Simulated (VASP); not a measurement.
Here is a VASP 6.6.1 calculation.

INCAR

```
PREC = Accurate
ENCUT = 520
EDIFF = 1E-8
ISMEAR = -1
SIGMA = 0.03
LREAL = F
LASPH = T
NELM = 60
ALGO = Normal
ISIF = 2
LWAVE = F
LCHARG = F
GGA = PS
LEFG = T
NBANDS = 15
```

File KPOINTS:

```
Automatic mesh
0
Gamma
  7 7 4
```

POSCAR

```
MgI2
1.0
    4.1674998910      0.0000000000      0.0000000000
   -2.0837499455      3.6091607758      0.0000000000
    0.0000000000      0.0000000000      6.8847975097
Mg I
1 2
Direct
    0.0000000000      0.0000000000      0.0000000000
    0.3333333333      0.6666666667      0.7576300000
    0.6666666667      0.3333333333      0.2423700000
```

Potentials or basis: VASP PAW PBE potentials, release 64 (Mg, I).

The run is started by

```bash
$ cat potpaw_PBE.64/Mg/POTCAR potpaw_PBE.64/I/POTCAR > POTCAR
$ mpirun -np 1 vasp_std > vasp.out
```

Question: Estimate the band gap on the k mesh.

Answer: 3.46 eV, indirect (least direct gap 3.53 eV).

Question: Predict the pressure.

Answer: -0.5 GPa.

Question: Predict the largest force.

Answer: 0.086 eV/Å.

Electric field gradients, principal values (V/Å²):
| atom | least | middle | greatest (by size) |
| --- | --- | --- | --- |
| 1 Mg | -0.137 | -0.137 | 0.274 |
| 2 I | 24.464 | 24.464 | -48.928 |
| 3 I | 24.464 | 24.464 | -48.928 |

Caveat: without QUAD_EFG the Cq values of the log hold for a quadrupole moment of 1 mb, not for the nuclei; the PAW data sets were made with another functional, which shifts forces and pressure a little; spin-orbit coupling is left out, which moves the levels of the heavy elements; this functional lacks dispersion, which binds the layers, so the pressure and a relaxed spacing across them are unreliable. A k mesh can miss the band edges.
